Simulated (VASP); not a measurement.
AlN: single point with revPBE+D4

AlN:

```
Al N
1.0
     0.00000    2.22683    2.22683
     2.22683    0.00000    2.22683
     2.22683    2.22683    0.00000
Al N
1 1
Direct
  0.00000 0.00000 0.00000
  0.25000 0.25000 0.25000
```

```json
{
  "Program": "VASP 6.6.1",
  "Task": "single point",
  "Functional": "revPBE",
  "Dispersion": "D4",
  "Potentials or basis": "VASP PAW PBE potentials, release 64 (Al, N)",
  "Cutoff": "600 eV",
  "k mesh": "10 × 10 × 10",
  "Occupations": "fermi-dirac, width 0.05 eV",
  "Spin": "no spin polarisation",
  "Dipole correction": "no",
  "Further INCAR settings": "ALGO = Normal; EDIFF = 1e-06; NBANDS = 11"
}
```

```yaml
Pressure: -13.2 GPa
Band_gap_on_the_k_mesh: 3.32 eV, indirect (least direct gap 3.72 eV)
Dispersion_energy_per_atom: -0.548 eV
```

Levels at points of the mesh, in eV from the valence-band top:
```csv
k point,band 2,band 3,band 4,band 5,band 6,band 7
"(0.00, 0.00, 0.00)",0.00,0.00,0.00,3.72,12.08,12.08
"(0.50, 0.00, 0.00)",-5.59,-0.47,-0.47,6.93,9.51,10.84
"(0.50, 0.50, 0.00)",-4.70,-1.70,-1.70,3.32,8.34,13.29
```

Wall time 35 s on 1 thread of AMD EPYC 7R13 (shared host), peak memory 0.12 GiB.

Caveat: the PAW data sets were made with another functional, which shifts forces and pressure a little. A k mesh can miss the band edges.
